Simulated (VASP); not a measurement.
## PbS (Galena): single point with revPBE

The system is PbS (Galena).

```
Pb S
1.0
     0.00000    2.96575    2.96575
     2.96575    0.00000    2.96575
     2.96575    2.96575    0.00000
Pb S
1 1
Cartesian
  0.0000 0.0000 0.0000
  2.9657 2.9657 2.9657
```

```
Program             : VASP 6.6.1
Task                : single point
Functional          : revPBE
Potentials or basis : VASP PAW PBE potentials, release 64 (Pb_d, S)
Cutoff              : 520 eV
k mesh              : 8 × 8 × 8
Occupations         : fermi-dirac, width 0.05 eV
Spin                : no spin polarisation
```

```json
{"Pressure": "3.6 GPa", "Band gap on the k mesh": "0.43 eV, direct"}
```

Levels at points of the mesh, in eV from the valence-band top:
```
           k point  band 7  band 8  band 9  band 10  band 11  band 12  band 13  band 14
(0.00, 0.00, 0.00)   -6.01   -2.18   -2.18    -2.18     5.25     5.25     5.25     6.76
(0.50, 0.00, 0.00)   -8.83   -1.79   -1.79     0.00     0.43     2.00     2.00     8.77
(0.50, 0.50, 0.00)   -7.18   -5.18   -3.44    -3.44     3.93     5.63     5.72     5.72
```

Run time: 10 s on 1 thread of Intel(R) Xeon(R) 6975P-C (Granite Rapids) (shared host), peak memory 0.18 GiB.

Caveat: the PAW data sets were made with another functional, which shifts forces and pressure a little; spin-orbit coupling is left out, which moves the levels of the heavy elements. A k mesh can miss the band edges.
